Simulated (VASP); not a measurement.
## Ag: electric field gradients with LDA

Ag:

```
Ag
1.0
     2.88620    0.01443    0.01443
    -1.43060    2.49231    0.00528
     0.05000    0.05000   10.00000
Ag
4
Direct
  0.33333 0.66667 0.25000
  0.66667 0.33333 0.75000
  0.00000 0.00000 0.00000
  0.00000 0.00000 0.50000
```

This cell differs from its parent crystal: equal xy, yz and zx shear strains of +1 %.

```yaml
Program: VASP 6.6.1
Task: electric field gradients
Functional: LDA
Potentials_or_basis: VASP PAW LDA potentials, release 64 (Ag)
Cutoff: 520 eV
k_mesh: 14 × 14 × 4
Occupations: fermi-dirac, width 0.08 eV
Spin: no spin polarisation
Dipole_correction: no
Further_INCAR_settings: ALGO = Normal; EDIFF = 1e-08; NBANDS = 30
```

```
Pressure                                : -11.0 GPa
Band gap on the k mesh                  : zero (bands 22 and 23 overlap by 6.06 eV)
Largest electric field gradient by atom : Ag +11.2, +10.2 (each value once) V/Å²
```

Forces on the atoms (eV/Å):
```
Ag   0.002  0.000  0.000
Ag  -0.002  0.000  0.000
Ag   0.000  0.000  0.000
Ag   0.000  0.000  0.000
```

Stress tensor (GPa, compression positive):
```
 -9.80  -0.22  -0.13
 -0.22  -9.80  -0.13
 -0.13  -0.13 -13.54
```

Levels at points of the mesh, in eV from the Fermi level:
```
           k point  band 19  band 20  band 21  band 22  band 23  band 24  band 25  band 26
(0.00, 0.00, 0.00)    -3.36    -3.27    -3.25    -2.95    -2.93    -0.63     2.55     9.51
(0.50, 0.00, 0.00)    -2.68    -2.65     0.02     0.82     1.10     1.61     4.03     4.25
(0.00, 0.50, 0.00)    -2.67    -2.64     0.06     0.87     1.15     1.66     4.13     4.29
(0.50, 0.50, 0.00)    -2.66    -2.63     0.11     0.91     1.20     1.72     4.26     4.32
(0.00, 0.00, 0.50)    -3.08    -3.07    -3.04    -3.03    -2.55    -2.55     5.24     5.24
(0.50, 0.00, 0.50)    -2.66    -2.65     0.36     0.42     1.41     1.50     4.34     4.59
(0.00, 0.50, 0.50)    -2.65    -2.65     0.41     0.46     1.47     1.54     4.44     4.62
(0.50, 0.50, 0.50)    -2.64    -2.64     0.47     0.49     1.54     1.57     4.57     4.63
```

Electric field gradients, principal values (V/Å²):
| atom | least | middle | greatest (by size) |
| --- | --- | --- | --- |
| 1 Ag | -5.487 | -5.756 | 11.243 |
| 2 Ag | -5.487 | -5.756 | 11.243 |
| 3 Ag | -4.689 | -5.473 | 10.162 |
| 4 Ag | -4.472 | -5.742 | 10.214 |

Wall time 10 min on 1 thread of Oxide Virtual Turin-like Processor (shared host), peak memory 0.62 GiB.

Caveat: the cell differs from its parent crystal (equal xy, yz and zx shear strains of +1 %); the cell stands under tension; without QUAD_EFG the Cq values of the log hold for a quadrupole moment of 1 mb, not for the nuclei.
